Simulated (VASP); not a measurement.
**Mg2I: relaxation of cell and atoms with PBE**

Mg2I:

```
CELL_PARAMETERS angstrom
0.00000 3.39302 3.39302
3.39302 0.00000 3.39302
3.39302 3.39302 0.00000
ATOMIC_POSITIONS crystal
Mg 0.25000 0.25000 0.25000
Mg 0.75000 0.75000 0.75000
I 0.00000 0.00000 0.00000
```

```yaml
Program: VASP 6.6.1
Task: relaxation of cell and atoms
Functional: PBE
Potentials_or_basis: VASP PAW PBE potentials, release 64 (Mg, I)
Cutoff: 600 eV
k_mesh: 4 × 4 × 4
Occupations: gaussian, width 0.1 eV
Spin: no spin polarisation
Dipole_correction: no
Further_INCAR_settings: ALGO = Normal; EDIFF = 1e-07; IBRION = 2; EDIFFG = -0.04; NSW = 90; ISIF = 3
```

```yaml
Relaxed_volume: 39.30 Å³/atom
Relaxed_cell: a = 5.504 Å, b = 5.504 Å, c = 5.504 Å, α = 60.00°, β = 60.00°, γ = 60.00°
Space_group_after_relaxing_to_0.1_Å: Fm-3m (No. 225)
Energy_gained_by_relaxing: 271.8 meV/atom
Ionic_steps: 4
Pressure_after_relaxing: 0.0 GPa
Band_gap_on_the_k_mesh: zero (an odd number of electrons rules out a gap without spin polarisation)
```

The path:
```tsv
step	energy change (eV)	largest force (eV/Å)	pressure (GPa)	volume (Å³)
1	0.0000	0.0000	8.37	78.12
2	-0.5622	0.0000	3.65	94.54
3	-0.8128	0.0000	0.30	115.39
4	-0.8153	0.0000	0.01	117.91
```

Final structure:
```xyz
3
Lattice="0.0000 3.8920 3.8920 3.8920 0.0000 3.8920 3.8920 3.8920 0.0000" Properties=species:S:1:pos:R:3 pbc="T T T"
Mg    1.9460    1.9460    1.9460
Mg    5.8381    5.8381    5.8381
I     3.8920    3.8920    7.7841
```

Levels at points of the mesh, in eV from the Fermi level:
| k point | band 3 | band 4 | band 5 | band 6 | band 7 | band 8 |
| --- | --- | --- | --- | --- | --- | --- |
| (0.00, 0.00, 0.00) | -4.06 | -4.06 | -3.09 | 1.10 | 1.10 | 1.10 |
| (0.50, 0.00, 0.00) | -4.23 | -4.23 | -1.91 | 0.84 | 1.40 | 1.40 |
| (0.50, 0.50, 0.00) | -4.50 | -4.50 | -1.16 | -0.43 | 0.92 | 2.92 |

Wall time 26 s on 1 thread of Intel(R) Xeon(R) 6975P-C (Granite Rapids), on a shared host, peak memory 0.24 GiB.

Caveat: the k points lie up to 0.35 Å⁻¹ apart in the final cell, too coarse for converged energies and pressures of a metal; the volume moved by over 15 % at a fixed basis, so the end points are rough; spin-orbit coupling is left out, which moves the levels of the heavy elements; an odd number of electrons without spin polarisation forces a metal; a magnetic or distorted state may lie lower.
